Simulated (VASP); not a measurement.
# LiCdSbS4 (Ama2) in VASP: single point with PBE

Aim: the single point of LiCdSbS4 with PBE.

Everything below comes from runs of VASP 6.6.1. Logs are shortened: lines on timing, memory, paths and dates and some standing lists are left out, and cuts for length are marked.

**1. The cell of the first run**

The structure is orthorhombic, space group Ama2 (No. 40). Conventional cell: a = 10.202 Å, b = 10.076 Å, c = 6.320 Å, α = 90.00°, β = 90.00°, γ = 90.00°. Li (site symmetry 2) has 8 S at 3.00 to 3.14 Å and 2 Sb at 3.82 Å within 3.9 Å. Within 3.2 Å of Cd (site symmetry m) lie 4 S at 2.43 to 2.63 Å and 1 Sb at 3.09 Å. Within 2.8 Å of Sb (site symmetry m) lie 4 S at 2.09 to 2.12 Å. S (site symmetry 1) has 1 Sb at 2.12 Å and 1 Cd at 2.57 Å within 2.8 Å. S (site symmetry m) has 1 Sb at 2.12 Å and 1 Cd at 2.43 Å within 2.8 Å. S (site symmetry m) has 1 Sb at 2.09 Å and 1 Cd at 2.63 Å within 2.8 Å.

**2. Single point, PBE**

The input, INCAR:

```
PREC = Accurate ; ENCUT = 520
EDIFF = 1E-6 ; ISMEAR = -1
SIGMA = 0.1 ; LREAL = F
LASPH = T ; NELM = 100
ALGO = Normal ; ISIF = 2
LWAVE = F ; LCHARG = F
GGA = PE ; NBANDS = 57
```

The input, KPOINTS:

```
regular mesh
0
Gamma
  3 5 5
```

The input, POSCAR:

```
LiCdSbS4
1.0
  -10.2020870000      0.0000000000      0.0000000000
    0.0000000000     -5.0380380000      3.1601660000
    0.0000000000      5.0380380000      3.1601660000
Li Cd Sb S
2 2 2 8
Direct
    0.0000000000      0.0000000000      0.0000000000
    0.5000000000      0.0000000000      0.0000000000
    0.2500000000      0.6121100000      0.2738300000
    0.7500000000      0.2738300000      0.6121100000
    0.2500000000      0.2701000000      0.7057000000
    0.7500000000      0.7057000000      0.2701000000
    0.5834000000      0.9133000000      0.4641000000
    0.4166000000      0.4641000000      0.9133000000
    0.9166000000      0.9133000000      0.4641000000
    0.0834000000      0.4641000000      0.9133000000
    0.2500000000      0.9147000000      0.7091000000
    0.7500000000      0.7091000000      0.9147000000
    0.2500000000      0.1958000000      0.3282000000
    0.7500000000      0.3282000000      0.1958000000
```

Potentials or basis: VASP PAW PBE potentials, release 64 (Li_sv, Cd, Sb, S).

Started as:

```console
cat potpaw_PBE.64/Li_sv/POTCAR potpaw_PBE.64/Cd/POTCAR potpaw_PBE.64/Sb/POTCAR potpaw_PBE.64/S/POTCAR > POTCAR
mpirun -np 1 vasp_std > vasp.out
```

OUTCAR:

```text
PREC = Accurate
   ENCUT = 520
   EDIFF = 1E-6
   ISMEAR = -1
   LREAL = F
   LASPH = T
   NELM = 100
   ISIF = 2
   GGA = PE

 ion  position               nearest neighbor table
   1  0.000  0.000  0.000-
   2  0.500  0.000  0.000-
   3  0.250  0.612  0.274-  11 2.43  10 2.57   8 2.57  13 2.63   5 3.09   5 3.63
   4  0.750  0.274  0.612-  12 2.43   9 2.57   7 2.57  14 2.63   6 3.09   6 3.63
   5  0.250  0.270  0.706-  13 2.09  10 2.12   8 2.12  11 2.12   3 3.09   3 3.63
   6  0.750  0.706  0.270-  14 2.09   9 2.12   7 2.12  12 2.12   4 3.09   4 3.63
   7  0.583  0.913  0.464-   6 2.12   4 2.57
   8  0.417  0.464  0.913-   5 2.12   3 2.57
   9  0.917  0.913  0.464-   6 2.12   4 2.57
  10  0.083  0.464  0.913-   5 2.12   3 2.57
  11  0.250  0.915  0.709-   5 2.12   3 2.43
  12  0.750  0.709  0.915-   6 2.12   4 2.43
  13  0.250  0.196  0.328-   5 2.09   3 2.63
  14  0.750  0.328  0.196-   6 2.09   4 2.63

  LATTYP: Found a base centered orthorhombic cell.
 ALAT       =     6.3203320000
 B/A-ratio  =     1.5942320752
 C/A-ratio  =     1.6141694772

  Lattice vectors:

 A1 = (   0.0000000000,  -5.0380380000,   3.1601660000)
 A2 = (   0.0000000000,   5.0380380000,   3.1601660000)
 A3 = ( -10.2020870000,   0.0000000000,   0.0000000000)

Analysis of symmetry for initial positions (statically):
=====================================================================
 Subroutine PRICEL returns:
 Original cell was already a primitive cell.

 Routine SETGRP: Setting up the symmetry group for a
 base centered orthorhombic supercell.

 Subroutine GETGRP returns: Found  4 space group operations
 (whereof  2 operations were pure point group operations)
 out of a pool of  8 trial point group operations.

The static configuration has the point symmetry C_2 .
 The point group associated with its full space group is C_2v.

Analysis of symmetry for dynamics (positions and initial velocities):
=====================================================================
 Subroutine PRICEL returns:
 Original cell was already a primitive cell.

 Routine SETGRP: Setting up the symmetry group for a
 base centered orthorhombic supercell.

 Subroutine GETGRP returns: Found  4 space group operations
 (whereof  2 operations were pure point group operations)
 out of a pool of  8 trial point group operations.

The dynamic configuration has the point symmetry C_2 .
 The point group associated with its full space group is C_2v.

 Subroutine INISYM returns: Found  4 space group operations
 (whereof  2 operations are pure point group operations),
 and found     1 'primitive' translations

----------------------------------------------------------------------------------------

                                     Primitive cell

  volume of cell :     324.8556

  direct lattice vectors                    reciprocal lattice vectors
   -10.202087000  0.000000000  0.000000000    -0.098019160  0.000000000  0.000000000
     0.000000000 -5.038038000  3.160166000     0.000000000 -0.099244984  0.158219537
     0.000000000  5.038038000  3.160166000     0.000000000  0.099244984  0.158219537

  length of vectors
    10.202087000  5.947140156  5.947140156     0.098019160  0.186769881  0.186769881

  position of ions in fractional coordinates (direct lattice)
     0.000000000  0.000000000  0.000000000
     0.500000000  0.000000000  0.000000000
     0.250000000  0.612110000  0.273830000
     0.750000000  0.273830000  0.612110000
     0.250000000  0.270100000  0.705700000
     0.750000000  0.705700000  0.270100000
     0.583400000  0.913300000  0.464100000
     0.416600000  0.464100000  0.913300000
     0.916600000  0.913300000  0.464100000
     0.083400000  0.464100000  0.913300000
     0.250000000  0.914700000  0.709100000
     0.750000000  0.709100000  0.914700000
     0.250000000  0.195800000  0.328200000
     0.750000000  0.328200000  0.195800000

  ion indices of the primitive-cell ions
   primitive index   ion index
                 1           1
                 2           2
                 3           3
                 4           4
                 5           5
                 6           6
                 7           7
                 8           8
                 9           9
                10          10
                11          11
                12          12
                13          13
                14          14

----------------------------------------------------------------------------------------

 KPOINTS: regular mesh

Automatic generation of k-mesh.
 Grid dimensions read from file:
 generate k-points for:    3    5    5

 Generating k-lattice:

  Cartesian coordinates                     Fractional coordinates (reciprocal lattice)
    -0.032673053  0.000000000  0.000000000     0.333333333  0.000000000  0.000000000
     0.000000000 -0.019848997  0.031643907     0.000000000  0.200000000  0.000000000
     0.000000000  0.019848997  0.031643907     0.000000000  0.000000000  0.200000000

  Length of vectors
     0.032673053  0.037353976  0.037353976

  Shift w.r.t. Gamma in fractional coordinates (k-lattice)
     0.000000000  0.000000000  0.000000000

 Subroutine IBZKPT returns following result:
 ===========================================

 Found     18 irreducible k-points:

 Following reciprocal coordinates:
            Coordinates               Weight
  0.000000  0.000000  0.000000      1.000000
  0.333333  0.000000  0.000000      2.000000
  0.000000  0.200000  0.000000      4.000000
  0.333333  0.200000  0.000000      8.000000
  0.000000  0.400000 -0.000000      4.000000
  0.333333  0.400000 -0.000000      8.000000
[... 10 lines left out ...]
  0.000000 -0.400000  0.400000      2.000000
  0.333333 -0.400000  0.400000      4.000000
   k-points           NKPTS =     18   k-points in BZ     NKDIM =     18   number of bands    NBANDS=     57
   number of dos      NEDOS =    301   number of ions     NIONS =     14
   total plane-waves  NPLWV = 184320
   dimension x,y,z NGX =    80 NGY =   48 NGZ =   48
   dimension x,y,z NGXF=   160 NGYF=   96 NGZF=   96
   ions per type =               2   2   2   8
   NGX,Y,Z   is equivalent  to a cutoff of  13.04, 13.42, 13.42 a.u.
   NGXF,Y,Z  is equivalent  to a cutoff of  26.07, 26.84, 26.84 a.u.
 SYSTEM =  unknown system
   PREC   = accura    normal or accurate (medium, high low for compatibility)
   ISTART =      0    job   : 0-new  1-cont  2-samecut
   ICHARG =      2    charge: 1-file 2-atom 10-const
   ISPIN  =      1    spin polarized calculation?
   LNONCOLLINEAR =      F non collinear calculations
   LSORBIT =      F    spin-orbit coupling
   LASPH  =      T    aspherical Exc in radial PAW
   ENCUT  =  520.0 eV  38.22 Ry    6.18 a.u.  18.97 11.06 11.06*2*pi/ulx,y,z
   NELM   =    100;   NELMIN=  2; NELMDL= -5     # of ELM steps
   EDIFF  = 0.1E-05   stopping-criterion for ELM
   LREAL  =      F    real-space projection
   EDIFFG = 0.1E-04   stopping-criterion for IOM
   NSW    =      0    number of steps for IOM
   IBRION =     -1    ionic relax: 0-MD 1-quasi-New 2-CG
   NFREE  =      0    steps in history (QN), initial steepest desc. (CG)
   ISIF   =      2    stress and relaxation
   ISYM   =      2    0-nonsym 1-usesym 2-fastsym
   POTIM  = 0.5000    time-step for ionic-motion
   TEBEG  =    0.0;   TEEND  =   0.0 temperature during run
   PSTRESS=    0.0 pullay stress
   NELECT =      88.0000    total number of electrons
   NUPDOWN=      -1.0000    fix difference up-down
   EMIN   =  10.00;   EMAX   =-10.00  energy-range for DOS
   EFERMI =   0.00;   METHOD = LEGACY
   ISMEAR =    -1;   SIGMA  =   0.10  broadening in eV -4-tet -1-fermi 0-gaus
   EFERMI_NEDOS =   21; number of points for ismear=-14 and -15
   IALGO  =     38    algorithm
   IMIX   =      4    mixing-type and parameters
     AMIX     =   0.40;   BMIX     =  1.00
     AMIX_MAG =   1.60;   BMIX_MAG =  1.00
  volume/ion in A,a.u.               =      23.20       156.59
  Fermi-wavevector in a.u.,A,eV,Ry     =   1.059267  2.001725 15.266382  1.122047
  Thomas-Fermi vector in A             =   2.194607
   LORBIT       =      0    0 simple, 1 ext, 2 COOP (PROOUT), +10 PAW based schemes
   GGA     = PE    functional components
   LHFCALC =     F    Hartree Fock is set to
   AEXX    =    0.0000 exact exchange contribution
   IVDW    =     0    specifies the selected vdW correction
   LEPSILON=     F    determine dielectric tensor
   LRPA    =     F    only Hartree local field effects (RPA)
 non-spin polarized calculation
  energy-cutoff  :      520.00
  volume of cell :      324.86
 maximum number of plane-waves:      8784
 NGX is ok and might be reduce to    80
   NGX = 37   NGY = 23   NGZ = 23

 number of electron      87.9999981 magnetization

 Free energy of the ion-electron system (eV)
  ---------------------------------------------------
  ext. energy  EPLUGINS =         0.00000000
  ---------------------------------------------------
  free energy    TOTEN  =       -46.73473443 eV

  energy without entropy =      -46.73473401  energy(sigma->0) =      -46.73473422

 E-fermi :   4.0957     XC(G=0):  -8.7689

 val. band max:        2.5700641053   @ k =   0.0000  -0.4000   0.4000
 cond. band min:       5.3772598531   @ k =   0.0000   0.0000   0.0000
 fundamental gap:      2.8071957478
 Fermi energy:         4.0957402818

 k-point     1 :       0.0000    0.0000    0.0000
  band No.  band energies     occupation
      1     -43.4706      2.00000
      2     -43.4706      2.00000
      3     -12.4343      2.00000
      4     -12.3111      2.00000
      5      -9.5607      2.00000
      6      -9.5344      2.00000
[... 1051 lines left out ...]
     55       8.5846      0.00000
     56       8.6698      0.00000
 [bands above 56 left out]

------------------------ aborting loop because EDIFF is reached ----------------------------------------

  FORCE on cell =-STRESS in cart. coord.  units (eV):
  Direction    XX          YY          ZZ          XY          YZ          ZX
  --------------------------------------------------------------------------------------
  -------------------------------------------------------------------------------------
  Total       33.1480614     37.6168761     46.1359802      0.0000000      0.0000000      0.0000000
  in kB      163.4851702    185.5252203    227.5411670      0.0000000      0.0000000      0.0000000
  external PRESSURE =     192.1838525 kB  Pullay stress =       0.0000000 kB

 VOLUME and BASIS-vectors are now :
 -----------------------------------------------------------------------------
  energy-cutoff  :      520.00
  volume of cell :      324.86
      direct lattice vectors                 reciprocal lattice vectors
   -10.202087000  0.000000000  0.000000000    -0.098019160  0.000000000  0.000000000
     0.000000000 -5.038038000  3.160166000     0.000000000 -0.099244984  0.158219537
     0.000000000  5.038038000  3.160166000     0.000000000  0.099244984  0.158219537

 POSITION                                       TOTAL-FORCE (eV/Angst)
 -----------------------------------------------------------------------------------
      0.00000      0.00000      0.00000        -0.000000      0.000000     -0.116546
     -5.10104      0.00000      0.00000        -0.000000      0.000000     -0.116546
     -2.55052     -1.70427      2.79972        -0.000000      0.096497      0.250062
     -7.65157      1.70427      2.79972        -0.000000     -0.096497      0.250062
     -2.55052      2.19457      3.08369        -0.000000     -0.863082      0.286518
     -7.65157     -2.19457      3.08369        -0.000000      0.863082      0.286518
     -5.95190     -2.26309      4.35281         4.950276     -0.119330      3.555930
     -4.25019      2.26309      4.35281        -4.950276      0.119330      3.555930
     -9.35123     -2.26309      4.35281        -4.950276     -0.119330      3.555930
     -0.85085      2.26309      4.35281         4.950276      0.119330      3.555930
     -2.55052     -1.03582      5.13148        -0.000000      5.608035     -2.732309
     -7.65157      1.03582      5.13148         0.000000     -5.608035     -2.732309
     -2.55052      0.66704      1.65593        -0.000000     -4.939850     -4.799585
     -7.65157     -0.66704      1.65593         0.000000      4.939850     -4.799585
 -----------------------------------------------------------------------------------
    total drift:                                0.000000     -0.000000     -0.002577

  FREE ENERGIE OF THE ION-ELECTRON SYSTEM (eV)
  ---------------------------------------------------
  free  energy   TOTEN  =       -46.7347344303 eV

  energy  without entropy=      -46.7347340068  energy(sigma->0) =      -46.73473422
```

It took 5.7 min on 1 thread of Intel Xeon Platinum 8488C (Sapphire Rapids), shared host; peak memory 0.59 GiB.

Results:

```
Free energy            : -46.7347 eV
Largest force          : 6.888 eV/Å
Band gap on the k mesh : 2.81 eV (least direct gap 3.09 eV)
```

Forces in eV/Å, atoms in the order of the input:
```
Li   0.000  0.000 -0.117
Li   0.000  0.000 -0.117
Cd   0.000  0.096  0.250
Cd   0.000 -0.096  0.250
Sb   0.000 -0.863  0.287
Sb   0.000  0.863  0.287
S    4.950 -0.119  3.556
S   -4.950  0.119  3.556
S   -4.950 -0.119  3.556
S    4.950  0.119  3.556
S    0.000  5.608 -2.732
S    0.000 -5.608 -2.732
S    0.000 -4.940 -4.800
S    0.000  4.940 -4.800
```

Caveat: the cutoff is under 1.25 times the usual one of these potentials, so pressure, stress and relaxed cells hold a basis-set (Pulay) error; spin-orbit coupling is left out, which moves the levels of the heavy elements; forces of over 1 eV/Å act on the atoms, so gaps and moduli don't describe the material at rest. A k mesh can miss the band edges.
